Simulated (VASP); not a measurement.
# PtS2 (P-3m1) in VASP: a series of runs

The runs below take PtS2 through single point, with PBE, HSE06.

All numbers are computed with VASP 6.6.1; they aren't measurements. Logs are shortened: lines on timing, memory, paths and dates and some standing lists are left out, and cuts for length are marked.

## Step 1: The cell of the first run

The structure is trigonal, space group P-3m1 (No. 164). The conventional cell has a = 3.564 Å, b = 3.564 Å, c = 5.139 Å, α = 90.00°, β = 90.00°, γ = 120.00°. Within 3.2 Å of Pt (site symmetry -3m) lie 6 S at 2.39 Å. Within 3.2 Å of S (site symmetry 3m) lie 3 Pt at 2.39 Å and 3 S at 3.19 Å.

## Step 2: Single point, PBE (strain +0.3%)

Contents of INCAR:

```
SYSTEM = PtS2
PREC = Accurate
ENCUT = 570
EDIFF = 1E-6
ISMEAR = -1
SIGMA = 0.02
LREAL = .FALSE.
LASPH = .TRUE.
NELM = 120
ALGO = Normal
ISIF = 2
LWAVE = .FALSE.
LCHARG = .TRUE.
GGA = PE
LELF = .TRUE.
LVHAR = .TRUE.
NBANDS = 22
GGA_COMPAT = .FALSE.
```

Contents of KPOINTS:

```
regular mesh
0
G
  12 12 6
  0 0 0
```

Contents of POSCAR:

```
PtS2
1.0
    3.5640100334      0.0000000000      0.0000000000
   -1.7820050167      3.0865232283      0.0000000000
    0.0000000000      0.0000000000      5.1391037203
Pt S
1 2
Direct
    0.0000000000      0.0000000000      0.0000000000
    0.3333333333      0.6666666667      0.2375186075
    0.6666666667      0.3333333333      0.7624813925
```

Potentials or basis: VASP PAW PBE potentials, release 64 (Pt_sv_GW, S).

Run with:

```console
$ cat potpaw_PBE.64/Pt_sv_GW/POTCAR potpaw_PBE.64/S/POTCAR > POTCAR
$ mpirun -np 1 vasp_std > vasp.out
```

OUTCAR:

```text
SYSTEM = PtS2
   PREC = Accurate
   ENCUT = 570
   EDIFF = 1E-6
   ISMEAR = -1
   LREAL = .FALSE.
   LASPH = .TRUE.
   NELM = 120
   ISIF = 2
   GGA = PE

 ion  position               nearest neighbor table
   1  0.000  0.000  0.000-   2 2.39   3 2.39   3 2.39   2 2.39   3 2.39   2 2.39
   2  0.333  0.667  0.238-   1 2.39   1 2.39   1 2.39
   3  0.667  0.333  0.762-   1 2.39   1 2.39   1 2.39

  LATTYP: Found a hexagonal cell.
 ALAT       =     3.5640100334
 C/A-ratio  =     1.4419442348

  Lattice vectors:

 A1 = (   3.5640100334,   0.0000000000,   0.0000000000)
 A2 = (  -1.7820050167,   3.0865232283,   0.0000000000)
 A3 = (   0.0000000000,   0.0000000000,   5.1391037203)

Analysis of symmetry for initial positions (statically):
=====================================================================
 Subroutine PRICEL returns:
 Original cell was already a primitive cell.

 Routine SETGRP: Setting up the symmetry group for a
 hexagonal supercell.

 Subroutine GETGRP returns: Found 12 space group operations
 (whereof 12 operations were pure point group operations)
 out of a pool of 24 trial point group operations.

The static configuration has the point symmetry D_3d.

Analysis of symmetry for dynamics (positions and initial velocities):
=====================================================================
 Subroutine PRICEL returns:
 Original cell was already a primitive cell.

 Routine SETGRP: Setting up the symmetry group for a
 hexagonal supercell.

 Subroutine GETGRP returns: Found 12 space group operations
 (whereof 12 operations were pure point group operations)
 out of a pool of 24 trial point group operations.

The dynamic configuration has the point symmetry D_3d.

 Subroutine INISYM returns: Found 12 space group operations
 (whereof 12 operations are pure point group operations),
 and found     1 'primitive' translations

----------------------------------------------------------------------------------------

                                     Primitive cell

  volume of cell :      56.5322

  direct lattice vectors                    reciprocal lattice vectors
     3.564010033  0.000000000  0.000000000     0.280582824  0.161994569  0.000000000
    -1.782005017  3.086523228  0.000000000     0.000000000  0.323989138  0.000000000
     0.000000000  0.000000000  5.139103720     0.000000000  0.000000000  0.194586460

  length of vectors
     3.564010033  3.564010033  5.139103720     0.323989138  0.323989138  0.194586460

  position of ions in fractional coordinates (direct lattice)
     0.000000000  0.000000000  0.000000000
     0.333333333  0.666666667  0.237518608
     0.666666667  0.333333333  0.762481392

  ion indices of the primitive-cell ions
   primitive index   ion index
                 1           1
                 2           2
                 3           3

----------------------------------------------------------------------------------------

 KPOINTS: regular mesh

Automatic generation of k-mesh.
 Grid dimensions read from file:
 generate k-points for:   12   12    6

 Generating k-lattice:

  Cartesian coordinates                     Fractional coordinates (reciprocal lattice)
     0.023381902  0.013499547  0.000000000     0.083333333  0.000000000  0.000000000
     0.000000000  0.026999095  0.000000000     0.000000000  0.083333333  0.000000000
     0.000000000  0.000000000  0.032431077     0.000000000  0.000000000  0.166666667

  Length of vectors
     0.026999095  0.026999095  0.032431077

  Shift w.r.t. Gamma in fractional coordinates (k-lattice)
     0.000000000  0.000000000  0.000000000

 Subroutine IBZKPT returns following result:
 ===========================================

 Found    100 irreducible k-points:

 Following reciprocal coordinates:
            Coordinates               Weight
  0.000000  0.000000  0.000000      1.000000
  0.083333 -0.000000  0.000000      6.000000
  0.166667  0.000000  0.000000      6.000000
  0.250000 -0.000000  0.000000      6.000000
  0.333333 -0.000000  0.000000      6.000000
  0.416667  0.000000  0.000000      6.000000
[... 16 lines left out ...]
  0.166667  0.000000  0.166667      6.000000
  0.000000  0.166667  0.166667      6.000000
 [... further k-points ...]
   k-points           NKPTS =    100   k-points in BZ     NKDIM =    100   number of bands    NBANDS=     22
   number of dos      NEDOS =    301   number of ions     NIONS =      3
   total plane-waves  NPLWV =  31360
   dimension x,y,z NGX =    28 NGY =   28 NGZ =   40
   dimension x,y,z NGXF=    56 NGYF=   56 NGZF=   80
   ions per type =               1   2
   NGX,Y,Z   is equivalent  to a cutoff of  13.06, 13.06, 12.94 a.u.
   NGXF,Y,Z  is equivalent  to a cutoff of  26.12, 26.12, 25.88 a.u.
 SYSTEM =  PtS2
   PREC   = accura    normal or accurate (medium, high low for compatibility)
   ISTART =      0    job   : 0-new  1-cont  2-samecut
   ICHARG =      2    charge: 1-file 2-atom 10-const
   ISPIN  =      1    spin polarized calculation?
   LNONCOLLINEAR =      F non collinear calculations
   LSORBIT =      F    spin-orbit coupling
   LASPH  =      T    aspherical Exc in radial PAW
   ENCUT  =  570.0 eV  41.89 Ry    6.47 a.u.   6.94  6.94 10.00*2*pi/ulx,y,z
   NELM   =    120;   NELMIN=  2; NELMDL= -5     # of ELM steps
   EDIFF  = 0.1E-05   stopping-criterion for ELM
   LREAL  =      F    real-space projection
   EDIFFG = 0.1E-04   stopping-criterion for IOM
   NSW    =      0    number of steps for IOM
   IBRION =     -1    ionic relax: 0-MD 1-quasi-New 2-CG
   NFREE  =      0    steps in history (QN), initial steepest desc. (CG)
   ISIF   =      2    stress and relaxation
   ISYM   =      2    0-nonsym 1-usesym 2-fastsym
   POTIM  = 0.5000    time-step for ionic-motion
   TEBEG  =    0.0;   TEEND  =   0.0 temperature during run
   PSTRESS=    0.0 pullay stress
   NELECT =      30.0000    total number of electrons
   NUPDOWN=      -1.0000    fix difference up-down
   EMIN   =  10.00;   EMAX   =-10.00  energy-range for DOS
   EFERMI =   0.00;   METHOD = LEGACY
   ISMEAR =    -1;   SIGMA  =   0.02  broadening in eV -4-tet -1-fermi 0-gaus
   EFERMI_NEDOS =   21; number of points for ismear=-14 and -15
   IALGO  =     38    algorithm
   IMIX   =      4    mixing-type and parameters
     AMIX     =   0.40;   BMIX     =  1.00
     AMIX_MAG =   1.60;   BMIX_MAG =  1.00
  volume/ion in A,a.u.               =      18.84       127.17
  Fermi-wavevector in a.u.,A,eV,Ry     =   1.325409  2.504660 23.901483  1.756709
  Thomas-Fermi vector in A             =   2.454872
   LORBIT       =      0    0 simple, 1 ext, 2 COOP (PROOUT), +10 PAW based schemes
   GGA     = PE    functional components
   LHFCALC =     F    Hartree Fock is set to
   AEXX    =    0.0000 exact exchange contribution
   IVDW    =     0    specifies the selected vdW correction
   LEPSILON=     F    determine dielectric tensor
   LRPA    =     F    only Hartree local field effects (RPA)
 non-spin polarized calculation
  energy-cutoff  :      570.00
  volume of cell :       56.53
 maximum number of plane-waves:      1760
   NGX = 13   NGY = 13   NGZ = 21

 number of electron      29.9999999 magnetization

 Free energy of the ion-electron system (eV)
  ---------------------------------------------------
  ext. energy  EPLUGINS =         0.00000000
  ---------------------------------------------------
  free energy    TOTEN  =       -15.37406377 eV

  energy without entropy =      -15.37406377  energy(sigma->0) =      -15.37406377

 E-fermi :   6.5316     XC(G=0): -10.6284

 val. band max:        6.1664389692   @ k =   0.0000   0.1667   0.1667
 cond. band min:       6.8902309660   @ k =   0.0000   0.2500   0.3333
 fundamental gap:      0.7237919968
 Fermi energy:         6.5315951622

 k-point     1 :       0.0000    0.0000    0.0000
  band No.  band energies     occupation
      1     -93.3239      2.00000
      2     -47.4725      2.00000
      3     -47.4725      2.00000
      4     -47.3713      2.00000
      5      -8.9053      2.00000
      6      -6.1169      2.00000
[... 14 lines left out ...]
     21      14.2457      0.00000
     22      18.4275      0.00000

 k-point     2 :       0.0833   -0.0000    0.0000
  band No.  band energies     occupation
      1     -93.3240      2.00000
      2     -47.4740      2.00000
      3     -47.4729      2.00000
      4     -47.3712      2.00000
      5      -8.8179      2.00000
      6      -6.1576      2.00000
[... 14 lines left out ...]
     21      14.5220      0.00000
     22      17.5670      0.00000

 k-point     3 :       0.1667    0.0000    0.0000
  band No.  band energies     occupation
      1     -93.3242      2.00000
      2     -47.4780      2.00000
      3     -47.4740      2.00000
      4     -47.3709      2.00000
      5      -8.5653      2.00000
      6      -6.2674      2.00000
[... 14 lines left out ...]
     21      15.1911      0.00000
     22      16.1862      0.00000

 k-point     4 :       0.2500   -0.0000    0.0000
  band No.  band energies     occupation
      1     -93.3242      2.00000
      2     -47.4832      2.00000
      3     -47.4755      2.00000
      4     -47.3702      2.00000
      5      -8.1794      2.00000
      6      -6.4163      2.00000
[... 14 lines left out ...]
     21      15.2458      0.00000
     22      15.4719      0.00000

 k-point     5 :       0.3333   -0.0000    0.0000
  band No.  band energies     occupation
      1     -93.3240      2.00000
      2     -47.4882      2.00000
      3     -47.4766      2.00000
      4     -47.3695      2.00000
      5      -7.7219      2.00000
      6      -6.5732      2.00000
[... 417 lines left out ...]
 k-point    22 :       0.0000    0.0833    0.1667
  band No.  band energies     occupation
      1     -93.3242      2.00000
      2     -47.4740      2.00000
      3     -47.4730      2.00000
      4     -47.3715      2.00000
      5      -8.7486      2.00000
      6      -6.3220      2.00000
[... 14 lines left out ...]
     21      14.6612      0.00000
     22      16.8503      0.00000

 k-point    23 :       0.1667    0.0000    0.1667
  band No.  band energies     occupation
      1     -93.3242      2.00000
      2     -47.4780      2.00000
      3     -47.4740      2.00000
      4     -47.3710      2.00000
      5      -8.4937      2.00000
      6      -6.4149      2.00000
[... 14 lines left out ...]
     21      14.8006      0.00000
     22      15.9050      0.00000

 k-point    24 :       0.0000    0.1667    0.1667
  band No.  band energies     occupation
      1     -93.3243      2.00000
      2     -47.4780      2.00000
      3     -47.4740      2.00000
      4     -47.3710      2.00000
      5      -8.5013      2.00000
      6      -6.3927      2.00000
[... 14 lines left out ...]
     21      15.5438      0.00000
     22      15.5797      0.00000

 [... further k-points ...]

------------------------ aborting loop because EDIFF is reached ----------------------------------------

  FORCE on cell =-STRESS in cart. coord.  units (eV):
  Direction    XX          YY          ZZ          XY          YZ          ZX
  --------------------------------------------------------------------------------------
  -------------------------------------------------------------------------------------
  Total        0.8505366      0.8505366      0.6037137     -0.0000000      0.0000000      0.0000000
  in kB       24.1050341     24.1050341     17.1098326     -0.0000000      0.0000000      0.0000000
  external PRESSURE =      21.7733003 kB  Pullay stress =       0.0000000 kB

 VOLUME and BASIS-vectors are now :
 -----------------------------------------------------------------------------
  energy-cutoff  :      570.00
  volume of cell :       56.53
      direct lattice vectors                 reciprocal lattice vectors
     3.564010033  0.000000000  0.000000000     0.280582824  0.161994569  0.000000000
    -1.782005017  3.086523228  0.000000000     0.000000000  0.323989138  0.000000000
     0.000000000  0.000000000  5.139103720     0.000000000  0.000000000  0.194586460

 POSITION                                       TOTAL-FORCE (eV/Angst)
 -----------------------------------------------------------------------------------
      0.00000      0.00000      0.00000        -0.000000      0.000000      0.000000
     -0.00000      2.05768      1.22063         0.000000     -0.000000      0.033441
      1.78201      1.02884      3.91847        -0.000000      0.000000     -0.033441
 -----------------------------------------------------------------------------------
    total drift:                               -0.000000     -0.000000      0.000000

  FREE ENERGIE OF THE ION-ELECTRON SYSTEM (eV)
  ---------------------------------------------------
  free  energy   TOTEN  =       -15.3740637732 eV

  energy  without entropy=      -15.3740637731  energy(sigma->0) =      -15.37406377
```

It took 70 s on 1 thread of Intel Xeon 6975P-C (Granite Rapids), shared host; peak memory 0.28 GiB.

What came out:

```
Free energy            : -15.3741 eV
Pressure               : 2.2 GPa
Largest force          : 0.033 eV/Å
Band gap on the k mesh : 0.72 eV (least direct gap 0.99 eV)
```

Forces in eV/Å, atoms in the order of the input:
```
Pt   0.000  0.000  0.000
S    0.000  0.000  0.033
S    0.000  0.000 -0.033
```

Caveat: the cell differs from its parent crystal (strain +0.3%); spin-orbit coupling is left out, which moves the levels of the heavy elements.

## Step 3: Single point, HSE06 (biaxial xy strain -1.3%)

Contents of POSCAR:

```
PtS2
1.0
    3.5053914473      0.0000000000      0.0000000000
   -1.7526957237      3.0357580436      0.0000000000
    0.0000000000      0.0000000000      5.1227110450
Pt S
1 2
Direct
    0.0000000000      0.0000000000      0.0000000000
    0.3333333333      0.6666666667      0.2436423793
    0.6666666667      0.3333333333      0.7563576207
```

Contents of INCAR.step1:

```
SYSTEM = PtS2
PREC = Accurate
ENCUT = 520
EDIFF = 1E-5
ISMEAR = 0
SIGMA = 0.01
LREAL = .FALSE.
LASPH = .TRUE.
NELM = 60
ALGO = Normal
ISIF = 2
LWAVE = .TRUE.
GGA = PE
NBANDS = 18
```

Contents of INCAR.step2:

```
SYSTEM = PtS2
PREC = Accurate
ENCUT = 520
EDIFF = 1E-7
ISMEAR = 0
SIGMA = 0.01
LREAL = .FALSE.
LASPH = .TRUE.
NELM = 60
ALGO = Normal
ISIF = 2
LWAVE = .FALSE.
LCHARG = .TRUE.
GGA = PE
LHFCALC = .TRUE.
HFSCREEN = 0.2079
PRECFOCK = Normal
LELF = .TRUE.
LVHAR = .TRUE.
ISTART = 1
NBANDS = 18
```

Contents of KPOINTS:

```
Automatic mesh
0
G
  6 6 4
  0 0 0
```

Potentials or basis: VASP PAW PBE potentials, release 64 (Pt, S).

Run with:

```console
$ cat potpaw_PBE.64/Pt/POTCAR potpaw_PBE.64/S/POTCAR > POTCAR
$ cp INCAR.step1 INCAR
$ mpirun -np 1 vasp_std > vasp.out
$ cp INCAR.step2 INCAR
$ mpirun -np 1 vasp_std > vasp.out
```

Wall time 2.3 h (1 thread of Oxide Virtual Turin-like, shared host); peak memory 0.27 GiB.

Results (log left out):

* Free energy: -18.6108 eV
* Pressure: 1.4 GPa
* Largest force: 0.416 eV/Å
* Band gap on the k mesh: 1.40 eV (least direct gap 2.15 eV)

Forces in eV/Å, atoms in the order of the input:
```
Pt   0.000  0.000  0.000
S    0.000  0.000 -0.416
S    0.000  0.000  0.416
```

Stress tensor (GPa, compression positive):
```
2.00 0.00 0.00
0.00 2.00 0.00
0.00 0.00 0.15
```

Levels at points of the mesh, in eV from the valence-band top:
```
           k point  band 7  band 8  band 9  band 10  band 11  band 12  band 13  band 14  band 15  band 16
(0.00, 0.00, 0.00)   -4.69   -2.82   -1.10    -1.10     0.00     2.73     2.73     5.51     6.62     9.18
(0.50, 0.00, 0.00)   -3.97   -3.76   -3.74    -3.42    -2.97     2.23     3.35     6.49     7.30     8.99
(0.00, 0.00, 0.50)   -4.71   -3.01   -1.56    -1.36    -1.36     3.37     3.37     6.41     8.36     8.84
(0.50, 0.00, 0.50)   -3.97   -3.91   -3.46    -2.95    -1.71     2.35     3.14     6.03     6.22     8.35
```

Caveat: the cell differs from its parent crystal (biaxial xy strain -1.3%); the PAW data sets were made with another functional, which shifts forces and pressure a little; spin-orbit coupling is left out, which moves the levels of the heavy elements.
